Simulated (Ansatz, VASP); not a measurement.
## TaN in VASP and in Ansatz

```
Ta N
1.0
     3.05000    0.00000    0.00000
    -1.52500    2.64138    0.00000
     0.00000    0.00000    4.94000
Ta N
2 2
Direct
  0.33333 0.66667 0.00000
  0.66667 0.33333 0.50000
  0.33333 0.66667 0.38500
  0.66667 0.33333 0.88500
```

Alike in both runs: task single point; functional PBE; k mesh 6 × 6 × 2; occupations gaussian, width 0.1 eV; no spin polarisation.

|  | VASP | Ansatz |
| --- | --- | --- |
| version | VASP 6.6.1 | Ansatz 0.2.0 |
| potentials or method | VASP PAW PBE potentials, release 64 (Ta_pv, N), cutoff 520 eV | scalar-relativistic, plane waves, PAW |
| valence electrons in the cell | 32 | 36 |

```tsv
	VASP	Ansatz	Ansatz less VASP
gap on the k mesh at the Fermi level (eV)	none	none	-
rms of the force components (eV/Å)	1.381	1.331	-0.0507
```

Atom by atom the forces differ by 0.051 eV/Å (rms over components). A gap of «none» marks a metal or a gap that the smearing closes. The functional is the same, so the differences come from potentials, cutoffs and numerics. VASP's potentials hold 32 valence electrons a cell and Ansatz's 36, so a difference there can come from the potentials and not from the codes.

The k mesh is coarse, so the values compare programs but aren't converged. Spin-orbit coupling is off throughout.
